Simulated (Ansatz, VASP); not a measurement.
Two plane-wave programs on Mg12F

```xyz
13
Lattice="6.4200 0.0000 0.0000 -4.8150 8.3398 0.0000 0.0000 0.0000 5.2130" Properties=species:S:1:pos:R:3 pbc="T T T"
Mg    0.0675    0.0045   -0.0790
Mg    0.0950    1.8819    2.6427
Mg   -1.5873    2.8310   -0.0704
Mg   -1.6045    4.6791    2.5742
Mg   -3.2127    5.5645   -0.0250
Mg   -3.2202    7.3796    2.5664
Mg    3.1311   -0.0247   -0.0368
Mg    3.1544    1.8572    2.6944
Mg    1.5948    2.8144    0.0466
Mg    1.6209    4.6325    2.6355
Mg    0.0172    5.5110    0.0199
Mg   -0.0060    7.3733    2.6748
F     4.7062    0.8661    1.3073
```

Alike in both runs: functional PBE; k mesh 2 × 2 × 2; occupations fermi-dirac, width 0.05 eV; no spin polarisation.

Ansatz relaxed the structure, and its values are those at the end. VASP's run is a single point on that final structure, the one shown.

|  | VASP | Ansatz |
| --- | --- | --- |
| version | VASP 6.6.1 | Ansatz 0.2.0 |
| potentials or method | VASP PAW PBE potentials, release 64 (Mg, F), cutoff 520 eV | scalar-relativistic, plane waves, PAW |
| valence electrons in the cell | 31 | 127 |

|  | VASP | Ansatz | Ansatz less VASP |
| --- | --- | --- | --- |
| rms of the force components (eV/Å) | 0.017 | 0.017 | -0.0001 |

VASP's potentials hold 31 valence electrons a cell and Ansatz's 127, so a difference there can come from the potentials and not from the codes.

The k mesh is coarse, so the values compare programs but aren't converged.
